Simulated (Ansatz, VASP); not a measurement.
**One calculation of FeO, two programs**

```
CELL_PARAMETERS angstrom
0.00000 2.15540 2.15540
2.15540 0.00000 2.15540
2.15540 2.15540 0.00000
ATOMIC_POSITIONS crystal
Fe 0.00000 0.00000 0.00000
O 0.50000 0.50000 0.50000
```

Alike in both runs: functional LDA; k mesh 6 × 6 × 6; occupations fermi-dirac, width 0.05 eV; collinear spin.

```csv
,VASP,Ansatz
version,VASP 6.6.1,Ansatz 0.2.0
potentials or method,"VASP PAW LDA potentials, release 64 (Fe, O)",Ansatz PAW
plane-wave cutoff (eV),600,420
valence electrons in the cell,14,22
task,single point,band structure
```

|  | VASP | Ansatz | Ansatz less VASP |
| --- | --- | --- | --- |
| gap on the k mesh at the Fermi level (eV) | none | none | - |
| pressure (GPa) | -15.8 | -15.4 | +0.33 |
| net moment per atom (μB) | 1.99 | 2.00 | +0.011 |
| size of the moment on the site where the two differ most (μB) | 3.56 | 3.42 | -0.143 |

LDA's correlation is that of Perdew and Zunger in VASP and of Perdew and Wang (1992) in Ansatz. Site moments also hang on the region over which each program counts them. A gap of «none» marks a metal or a gap that the smearing closes. VASP's potentials hold 14 valence electrons a cell and Ansatz's 22, so a difference there can come from the potentials and not from the codes.

The k mesh is coarse, so the values compare programs but aren't converged.
